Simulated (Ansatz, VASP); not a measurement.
**One calculation of SnSe2, two programs**

```
Sn Se
1.0
     3.80011    0.00000    0.00000
    -1.90005    3.29099    0.00000
     0.00000    0.00000    5.89315
Sn Se
1 2
Direct
  0.00000 0.00000 0.00000
  0.33333 0.66667 0.26761
  0.66667 0.33333 0.73239
```

Alike in both runs: functional LDA; k mesh 12 × 12 × 6; occupations gaussian, width 0.01 eV; no spin polarisation.

Ansatz relaxed the structure, and its values are those at the end. VASP's run is a single point on that final structure, the one shown.

```csv
,VASP,Ansatz
version,VASP 6.6.1,Ansatz 0.2.0
potentials or method,"VASP PAW LDA potentials, release 64 (Sn_d, Se), cutoff 520 eV","scalar-relativistic, plane waves, PAW"
valence electrons in the cell,26,46
```

|  | VASP | Ansatz | Ansatz less VASP |
| --- | --- | --- | --- |
| gap on the k mesh at the Fermi level (eV) | 0.18 | 0.17 | -0.010 |
| least direct gap on the mesh (eV) | 0.70 | 0.68 | -0.014 |
| pressure (GPa) | 0.2 | 0.0 | -0.19 |
| rms of the force components (eV/Å) | 0.011 | 0.000 | -0.0108 |

LDA's correlation is that of Perdew and Zunger in VASP and of Perdew and Wang (1992) in Ansatz. VASP's potentials hold 26 valence electrons a cell and Ansatz's 46, so a difference there can come from the potentials and not from the codes.
